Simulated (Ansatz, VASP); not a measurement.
K2Ag2O5: VASP beside Ansatz

```
K Ag O
1.0
     3.94169    0.00000    0.00000
     0.00000    3.94169    0.00000
     0.00000    0.00000    9.38560
K Ag O
2 2 5
Direct
  0.00000 0.00000 0.00000
  0.00000 0.00000 0.50000
  0.50000 0.50000 0.72539
  0.50000 0.50000 0.27461
  0.00000 0.50000 0.74248
  0.00000 0.50000 0.25752
  0.50000 0.50000 0.50000
  0.50000 0.00000 0.74248
  0.50000 0.00000 0.25752
```

Alike in both runs: task single point; functional PBEsol; k mesh 4 × 4 × 2; occupations gaussian, width 0.1 eV; collinear spin.

```csv
,VASP,Ansatz
version,VASP 6.6.1,Ansatz 0.2.0
potentials or method,"VASP PAW PBE potentials, release 64 (K_sv, Ag, O), cutoff 520 eV","scalar-relativistic, plane waves, PAW"
valence electrons in the cell,70,86
```

|  | VASP | Ansatz | Ansatz less VASP |
| --- | --- | --- | --- |
| gap on the k mesh at the Fermi level (eV) | none | none | - |
| pressure (GPa) | -0.2 | -0.2 | +0.02 |
| traceless stress, the component that is largest in VASP (GPa) | -5.21 | -5.27 | -0.061 |
| rms of the force components (eV/Å) | 0.505 | 0.508 | +0.0030 |
| net moment per atom (μB) | 0.10 | 0.15 | +0.048 |
| size of the moment on the site where the two differ most (μB) | 0.19 | 0.16 | -0.034 |

VASP's potentials were made for PBE, not for PBEsol. Site moments also hang on the region over which each program counts them. Atom by atom the forces differ by 0.005 eV/Å (rms over components). A gap of «none» marks a metal or a gap that the smearing closes. VASP's potentials hold 70 valence electrons a cell and Ansatz's 86, so a difference there can come from the potentials and not from the codes.

The k mesh is coarse, so the values compare programs but aren't converged.
